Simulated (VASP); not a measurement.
# CuO (Cccm) in VASP: notebook

Runs on CuO. Level: PBEsol. Tasks: single point.

All numbers are computed with VASP 6.6.1; they aren't measurements. Logs are shortened: lines on timing, memory, paths and dates and some standing lists are left out, and cuts for length are marked.

### Step 1. The cell of the first run

Symmetry: Cccm, No. 66, orthorhombic system. Conventional cell: a = 4.085 Å, b = 4.101 Å, c = 4.990 Å, α = 90.00°, β = 90.00°, γ = 90.00°. Cu (site symmetry 2/m) has 4 O at 1.91 Å within 2.5 Å. Within 2.5 Å of O (site symmetry 222) lie 4 Cu at 1.91 Å and 2 O at 2.50 Å.

### Step 2. Single point, PBEsol (strain along c alone, the other axes held: -2.0 %)

Input file INCAR:

```
SYSTEM = CuO
ALGO     = Normal         ! electronic algorithm
EDIFF    = 1E-7           ! SCF threshold, eV
ENCUT    = 520            ! plane-wave cutoff, eV
GGA      = PS             ! functional
ISIF     = 2              ! what is computed and relaxed
ISMEAR   = 0              ! smearing method
LASPH    = .TRUE.         ! aspherical terms in the spheres
LCHARG   = .FALSE.        ! write CHGCAR
LREAL    = .FALSE.        ! projectors in reciprocal space
LWAVE    = .FALSE.        ! write WAVECAR
NBANDS   = 44             ! bands
NELM     = 60             ! most SCF steps
PREC     = Accurate       ! precision mode
SIGMA    = 0.1            ! smearing width, eV
```

Input file KPOINTS:

```
k-points
0
G
  10 10 8
  0 0 0
```

Input file POSCAR:

```
CuO
1.0
    4.0850661606      0.0000000000      0.0000000000
    0.0000000000      4.1007163537      0.0000000000
    0.0000000000      0.0000000000      4.9904195319
Cu O
4 4
Direct
    0.2500000000      0.2500000000      0.5000000000
    0.2500000000      0.7500000000      0.0000000000
    0.7500000000      0.7500000000      0.5000000000
    0.7500000000      0.2500000000      0.0000000000
    0.5000000000      0.0000000000      0.7500000000
    0.5000000000      0.0000000000      0.2500000000
    0.0000000000      0.5000000000      0.7500000000
    0.0000000000      0.5000000000      0.2500000000
```

Potentials or basis: VASP PAW PBE potentials, release 64 (Cu, O).

Started as:

```
$ cat potpaw_PBE.64/Cu/POTCAR potpaw_PBE.64/O/POTCAR > POTCAR
$ mpirun -np 1 vasp_std > vasp.out
```

OUTCAR:

```text
SYSTEM = CuO
   EDIFF = 1E-7
   ENCUT = 520
   GGA = PS
   ISIF = 2
   ISMEAR = 0
   LASPH = .TRUE.
   LREAL = .FALSE.
   NELM = 60
   PREC = Accurate

 ion  position               nearest neighbor table
   1  0.250  0.250  0.500-   5 1.91   6 1.91   7 1.91   8 1.91
   2  0.250  0.750  0.000-   5 1.91   6 1.91   7 1.91   8 1.91
   3  0.750  0.750  0.500-   5 1.91   6 1.91   7 1.91   8 1.91
   4  0.750  0.250  0.000-   5 1.91   6 1.91   7 1.91   8 1.91
   5  0.500  0.000  0.750-   1 1.91   2 1.91   3 1.91   4 1.91
   6  0.500  0.000  0.250-   1 1.91   2 1.91   3 1.91   4 1.91
   7  0.000  0.500  0.750-   1 1.91   2 1.91   3 1.91   4 1.91
   8  0.000  0.500  0.250-   1 1.91   2 1.91   3 1.91   4 1.91

  LATTYP: Found a simple orthorhombic cell.
 ALAT       =     4.0850661606
 B/A-ratio  =     1.0038310746
 C/A-ratio  =     1.2216251428

  Lattice vectors:

 A1 = (   4.0850661606,   0.0000000000,   0.0000000000)
 A2 = (   0.0000000000,   4.1007163537,   0.0000000000)
 A3 = (   0.0000000000,   0.0000000000,   4.9904195319)

Analysis of symmetry for initial positions (statically):
=====================================================================
 Subroutine PRICEL returns following result:

  LATTYP: Found a base centered orthorhombic cell.
 ALAT       =     4.0850661606
 B/A-ratio  =     1.0038310746
 C/A-ratio  =     1.2216251428

  Lattice vectors:

 A1 = (   2.0425330803,  -2.0503581769,   0.0000000000)
 A2 = (   2.0425330803,   2.0503581769,   0.0000000000)
 A3 = (   0.0000000000,   0.0000000000,   4.9904195319)

   2 primitive cells build up your supercell.

 Routine SETGRP: Setting up the symmetry group for a
 simple orthorhombic supercell.

 Subroutine GETGRP returns: Found  8 space group operations
 (whereof  4 operations were pure point group operations)
 out of a pool of  8 trial point group operations.

The static configuration has the point symmetry C_2h.
 The point group associated with its full space group is D_2h.

Analysis of symmetry for dynamics (positions and initial velocities):
=====================================================================
 Subroutine PRICEL returns following result:

  LATTYP: Found a base centered orthorhombic cell.
 ALAT       =     4.0850661606
 B/A-ratio  =     1.0038310746
 C/A-ratio  =     1.2216251428

  Lattice vectors:

 A1 = (   2.0425330803,  -2.0503581769,   0.0000000000)
 A2 = (   2.0425330803,   2.0503581769,   0.0000000000)
[... 120 lines left out ...]
   IBRION =     -1    ionic relax: 0-MD 1-quasi-New 2-CG
   NFREE  =      0    steps in history (QN), initial steepest desc. (CG)
   ISIF   =      2    stress and relaxation
   ISYM   =      2    0-nonsym 1-usesym 2-fastsym
   POTIM  = 0.5000    time-step for ionic-motion
   TEBEG  =    0.0;   TEEND  =   0.0 temperature during run
   PSTRESS=    0.0 pullay stress
   NELECT =      68.0000    total number of electrons
   NUPDOWN=      -1.0000    fix difference up-down
   EMIN   =  10.00;   EMAX   =-10.00  energy-range for DOS
   EFERMI =   0.00;   METHOD = LEGACY
   ISMEAR =     0;   SIGMA  =   0.10  broadening in eV -4-tet -1-fermi 0-gaus
   EFERMI_NEDOS =   21; number of points for ismear=-14 and -15
   IALGO  =     38    algorithm
   IMIX   =      4    mixing-type and parameters
     AMIX     =   0.40;   BMIX     =  1.00
     AMIX_MAG =   1.60;   BMIX_MAG =  1.00
  volume/ion in A,a.u.               =      10.45        70.52
  Fermi-wavevector in a.u.,A,eV,Ry     =   1.528196  2.887872 31.774832  2.335384
  Thomas-Fermi vector in A             =   2.635988
   LORBIT       =      0    0 simple, 1 ext, 2 COOP (PROOUT), +10 PAW based schemes
   GGA     = PS    functional components
   LHFCALC =     F    Hartree Fock is set to
   AEXX    =    0.0000 exact exchange contribution
   IVDW    =     0    specifies the selected vdW correction
   LEPSILON=     F    determine dielectric tensor
   LRPA    =     F    only Hartree local field effects (RPA)
 non-spin polarized calculation
 Gauss-broadening in eV      SIGMA  =   0.10
  energy-cutoff  :      520.00
  volume of cell :       83.60
 maximum number of plane-waves:      2276
   NGX = 15   NGY = 15   NGZ = 19

 number of electron      67.9999903 magnetization

 Free energy of the ion-electron system (eV)
  ---------------------------------------------------
  ext. energy  EPLUGINS =         0.00000000
  ---------------------------------------------------
  free energy    TOTEN  =       -42.91029615 eV

  energy without entropy =      -42.88690763  energy(sigma->0) =      -42.89860189

 E-fermi :   5.5333     XC(G=0): -11.9144

 val. band max:        5.5296697121   @ k =   0.0000   0.1000   0.5000
 cond. band min:       5.5407507476   @ k =   0.5000   0.5000   0.2500
 fundamental gap:      0.0110810355
 Fermi energy:         5.5332931362

 k-point     1 :       0.0000    0.0000    0.0000
  band No.  band energies     occupation
      1     -14.8238      2.00000
      2     -13.5459      2.00000
      3     -13.2462      2.00000
      4     -12.9777      2.00000
      5      -3.2934      2.00000
      6      -1.7489      2.00000
[... 1117 lines left out ...]
     43      15.5981      0.00000
     44      15.5981      0.00000

 [... further k-points ...]

------------------------ aborting loop because EDIFF is reached ----------------------------------------

  FORCE on cell =-STRESS in cart. coord.  units (eV):
  Direction    XX          YY          ZZ          XY          YZ          ZX
  --------------------------------------------------------------------------------------
  -------------------------------------------------------------------------------------
  Total        1.9741681      1.9597460      4.6465532      0.0000000      0.0000000      0.0000000
  in kB       37.8354434     37.5590403     89.0523966      0.0000000      0.0000000      0.0000000
  external PRESSURE =      54.8156268 kB  Pullay stress =       0.0000000 kB

 VOLUME and BASIS-vectors are now :
 -----------------------------------------------------------------------------
  energy-cutoff  :      520.00
  volume of cell :       83.60
      direct lattice vectors                 reciprocal lattice vectors
     4.085066161  0.000000000  0.000000000     0.244794077  0.000000000  0.000000000
     0.000000000  4.100716354  0.000000000     0.000000000  0.243859832  0.000000000
     0.000000000  0.000000000  4.990419532     0.000000000  0.000000000  0.200383954

 POSITION                                       TOTAL-FORCE (eV/Angst)
 -----------------------------------------------------------------------------------
      1.02127      1.02518      2.49521         0.000000      0.000000     -0.000000
      1.02127      3.07554      0.00000        -0.000000      0.000000      0.000000
      3.06380      3.07554      2.49521         0.000000      0.000000     -0.000000
      3.06380      1.02518      0.00000        -0.000000      0.000000      0.000000
      2.04253      0.00000      3.74281         0.000000     -0.000000     -0.000000
      2.04253      0.00000      1.24760         0.000000     -0.000000      0.000000
      0.00000      2.05036      3.74281        -0.000000     -0.000000      0.000000
      0.00000      2.05036      1.24760        -0.000000     -0.000000     -0.000000
 -----------------------------------------------------------------------------------
    total drift:                                0.000000      0.000000     -0.000000

  FREE ENERGIE OF THE ION-ELECTRON SYSTEM (eV)
  ---------------------------------------------------
  free  energy   TOTEN  =       -42.9102961459 eV

  energy  without entropy=      -42.8869076267  energy(sigma->0) =      -42.89860189
```

It took 14 min on 1 thread of Oxide Virtual Turin-like, shared host; peak memory 0.51 GiB.

What came out:

```yaml
Free_energy: -42.9103 eV
Pressure: 5.5 GPa
Band_gap_on_the_k_mesh: zero (bands 34 and 35 overlap by 1.23 eV)
```

Caveat: the cell differs from its parent crystal (strain along c alone, the other axes held: -2.0 %); the stress differs along the axes, from 4 to 9 GPa; the PAW data sets were made with another functional, which shifts forces and pressure a little; semilocal functionals often make such compounds metallic where correlation or magnetic order opens a gap, which also shifts bond lengths.

### Step 3. Single point, PBEsol (biaxial strain in the a-b plane: +4.0 %, then relaxed in part)

Input file INCAR:

```
SYSTEM = CuO
ALGO = Fast ; EDIFF = 1E-7
ENCUT = 520 ; GGA = PS
ISIF = 2 ; ISMEAR = 0
LASPH = .TRUE. ; LCHARG = .FALSE.
LREAL = .FALSE. ; LWAVE = .FALSE.
NBANDS = 44 ; NELM = 100
PREC = Accurate ; SIGMA = 0.1
```

KPOINTS is that of step 2.

POSCAR: that of step 2 with these lines changed.

```diff
@@ -2,5 +2,5 @@
 1.0
-    4.0850661606      0.0000000000      0.0000000000
-    0.0000000000      4.1007163537      0.0000000000
-    0.0000000000      0.0000000000      4.9904195319
+    4.2484688465      0.0000000000      0.0000000000
+    0.0000000000      4.2647449801      0.0000000000
+    0.0000000000      0.0000000000      4.9446815475
 Cu O
```

Potentials or basis: VASP PAW PBE potentials, release 64 (Cu, O).

Started as:

```
$ cat potpaw_PBE.64/Cu/POTCAR potpaw_PBE.64/O/POTCAR > POTCAR
$ mpirun -np 1 vasp_std > vasp.out
```

Wall time 11 min (1 thread of Oxide Virtual Turin-like, shared host); peak memory 0.54 GiB.

It converged, with:

```yaml
Free_energy: -42.8174 eV
Pressure: -4.3 GPa
Band_gap_on_the_k_mesh: zero (bands 34 and 35 overlap by 1.22 eV)
```

Stress tensor (GPa, compression positive):
```
-6.92  0.00  0.00
 0.00 -7.01  0.00
 0.00  0.00  0.89
```

Levels at points of the mesh, in eV from the Fermi level:
```csv
k point,band 31,band 32,band 33,band 34,band 35,band 36,band 37,band 38
"(0.00, 0.00, 0.00)",-1.66,-1.31,-1.30,0.71,0.72,1.08,1.29,1.69
"(0.50, 0.00, 0.00)",-1.75,-1.75,-0.50,-0.50,0.66,0.66,3.64,3.64
"(0.00, 0.50, 0.00)",-1.74,-1.74,-0.50,-0.50,0.65,0.65,3.62,3.62
"(0.50, 0.50, 0.00)",-1.57,-1.57,0.24,0.24,0.52,0.52,3.97,3.97
"(0.00, 0.00, 0.50)",-1.54,-1.54,-0.64,-0.64,0.10,0.10,3.29,3.29
"(0.50, 0.00, 0.50)",-1.84,-1.84,-0.50,-0.50,-0.50,-0.50,4.64,4.64
"(0.00, 0.50, 0.50)",-1.84,-1.84,-0.50,-0.50,-0.50,-0.50,4.64,4.64
"(0.50, 0.50, 0.50)",-1.87,-1.87,-0.26,-0.26,0.70,0.70,4.28,4.28
```

Caveat: the cell differs from its parent crystal (biaxial strain in the a-b plane: +4.0 %, then relaxed in part); the stress differs along the axes, from -7 to 1 GPa; the PAW data sets were made with another functional, which shifts forces and pressure a little; semilocal functionals often make such compounds metallic where correlation or magnetic order opens a gap, which also shifts bond lengths.

### Step 4. Single point, PBEsol (biaxial strain in the a-b plane: +4.0 %)

Input file INCAR:

```
SYSTEM = CuO
PREC = Accurate
ENCUT = 520
EDIFF = 1E-7
ISMEAR = 0
SIGMA = 0.1
LREAL = .FALSE.
LASPH = .TRUE.
NELM = 60
ALGO = Fast
ISIF = 2
LWAVE = .FALSE.
LCHARG = .FALSE.
GGA = PS
NBANDS = 44
```

Input file KPOINTS:

```
Automatic mesh
0
G
  10 10 8
  0 0 0
```

POSCAR: that of step 3 with these lines changed.

```diff
@@ -4,3 +4,3 @@
     0.0000000000      4.2647449801      0.0000000000
-    0.0000000000      0.0000000000      4.9446815475
+    0.0000000000      0.0000000000      4.9700504650
 Cu O
```

Started as:

```
$ cat potpaw_PBE.64/Cu/POTCAR potpaw_PBE.64/O/POTCAR > POTCAR
$ mpirun -np 1 vasp_std > vasp.out
```

It took 11 min on 1 thread of Oxide Virtual Turin-like, shared host; peak memory 0.55 GiB.

Results (log left out):

```yaml
Free_energy: -42.8182 eV
Pressure: -5.3 GPa
Band_gap_on_the_k_mesh: zero (bands 34 and 35 overlap by 1.20 eV)
```

Stress tensor (GPa, compression positive):
```
-7.48  0.00  0.00
 0.00 -7.58  0.00
 0.00  0.00 -0.78
```

Levels at points of the mesh, in eV from the Fermi level:
```csv
k point,band 30,band 31,band 32,band 33,band 34,band 35,band 36,band 37,band 38,band 39
"(0.00, 0.00, 0.00)",-1.72,-1.65,-1.29,-1.28,0.71,0.71,1.07,1.29,1.75,5.83
"(0.50, 0.00, 0.00)",-1.91,-1.72,-1.72,-0.50,-0.50,0.65,0.65,3.65,3.65,5.80
"(0.00, 0.50, 0.00)",-1.91,-1.72,-1.72,-0.50,-0.50,0.65,0.65,3.63,3.63,5.81
"(0.50, 0.50, 0.00)",-1.60,-1.55,-1.55,0.24,0.24,0.51,0.51,3.95,3.95,5.59
"(0.00, 0.00, 0.50)",-1.64,-1.51,-1.51,-0.63,-0.63,0.11,0.11,3.29,3.29,3.78
"(0.50, 0.00, 0.50)",-1.83,-1.83,-1.83,-0.50,-0.50,-0.50,-0.50,4.65,4.65,4.65
"(0.00, 0.50, 0.50)",-1.83,-1.83,-1.83,-0.50,-0.50,-0.50,-0.50,4.64,4.64,4.64
"(0.50, 0.50, 0.50)",-2.05,-1.86,-1.86,-0.25,-0.25,0.69,0.69,4.29,4.29,5.78
```

Caveat: the cell differs from its parent crystal (biaxial strain in the a-b plane: +4.0 %); the stress differs along the axes, from -8 to -1 GPa; the PAW data sets were made with another functional, which shifts forces and pressure a little; semilocal functionals often make such compounds metallic where correlation or magnetic order opens a gap, which also shifts bond lengths.

### Step 5. Overview

| cell | gap on the mesh (eV) | pressure (GPa) |
| --- | --- | --- |
| a = 4.085, b = 4.101, c = 4.990 Å, 8 atoms | none | 5.5 |
| a = 4.248, b = 4.265, c = 4.945 Å, 8 atoms | none | -4.3 |
| a = 4.248, b = 4.265, c = 4.970 Å, 8 atoms | none | -5.3 |

Alike in all rows: task single point; level PBEsol; potentials or basis VASP PAW PBE potentials, release 64 (Cu, O); no spin polarisation; k mesh 10 × 10 × 8; cutoff (eV) 520; smearing gaussian 0.1 eV.

Caveats: the PAW data sets were made with another functional, which shifts forces and pressure a little; semilocal functionals often make such compounds metallic where correlation or magnetic order opens a gap, which also shifts bond lengths; the stress differs along the axes, from 4 to 9 GPa (at least some runs); the stress differs along the axes, from -7 to 1 GPa (at least some runs); the stress differs along the axes, from -8 to -1 GPa (at least some runs).

Total energies depend on the potentials used, so only differences within one code and one set of settings carry meaning.
